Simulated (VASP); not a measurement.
Write the native input for VASP 6.6.1 that does the following.

```
Task                   : relaxation of cell and atoms
Functional             : PBE
Dispersion             : D3(BJ)
Potentials or basis    : VASP PAW PBE potentials, release 64 (Pb_d, Se)
Cutoff                 : 600 eV
k mesh                 : 6 × 6 × 6
Occupations            : fermi-dirac, width 0.02 eV
Spin                   : no spin polarisation
Dipole correction      : no
Further INCAR settings : ALGO = Normal; EDIFF = 1e-07; IBRION = 2; EDIFFG = -0.005; NSW = 80; ISIF = 3
```

The structure of PbSe lies in POSCAR:

```
PbSe
1.0
    2.1548765900     -6.1339473500      0.0000000000
    2.1548765900      6.1339473500      0.0000000000
    0.0000000000      0.0000000000      4.4504935700
Pb Se
2 2
Direct
    0.6317607300      0.3682392700      0.7500000000
    0.3682392700      0.6317607300      0.2500000000
    0.8612899600      0.1387100400      0.7500000000
    0.1387100400      0.8612899600      0.2500000000
```

One way to write it, as run:

INCAR

```
  PREC = Accurate
  ENCUT = 600
  EDIFF = 1E-7
  ISMEAR = -1
  SIGMA = 0.02
  LREAL = False
  LASPH = True
  NELM = 80
  ALGO = Normal
  ISIF = 3
  LWAVE = False
  LCHARG = False
  GGA = PE
  IVDW = 12
  IBRION = 2
  NSW = 80
  EDIFFG = -0.005
```

KPOINTS

```
regular mesh
0
Gamma
  6 6 6
```

Potentials or basis: VASP PAW PBE potentials, release 64 (Pb_d, Se).

Launch:

```console
$ cat potpaw_PBE.64/Pb_d/POTCAR potpaw_PBE.64/Se/POTCAR > POTCAR
$ mpirun -np 1 vasp_std > vasp.out
```

Results of the run:

| Item | Value |
| --- | --- |
| Relaxed volume | 28.07 Å³/atom |
| Relaxed cell | a = 6.307 Å, b = 6.307 Å, c = 4.452 Å, α = 90.00°, β = 90.00°, γ = 140.65° |
| Space group after relaxing (to 0.1 Å) | Cmcm (No. 63) |
| Energy gained by relaxing | 7.5 meV/atom |
| Ionic steps | 17 |
| Pressure after relaxing | 0.0 GPa |
| Band gap on the k mesh | 0.98 eV (least direct gap 1.16 eV) |
| Dispersion energy per atom | -0.377 eV |

Caveat: spin-orbit coupling is left out, which moves the levels of the heavy elements.

Wall time 61 min on 1 thread of Oxide Virtual Turin-like Processor, with other jobs on the host, peak memory 0.41 GiB.
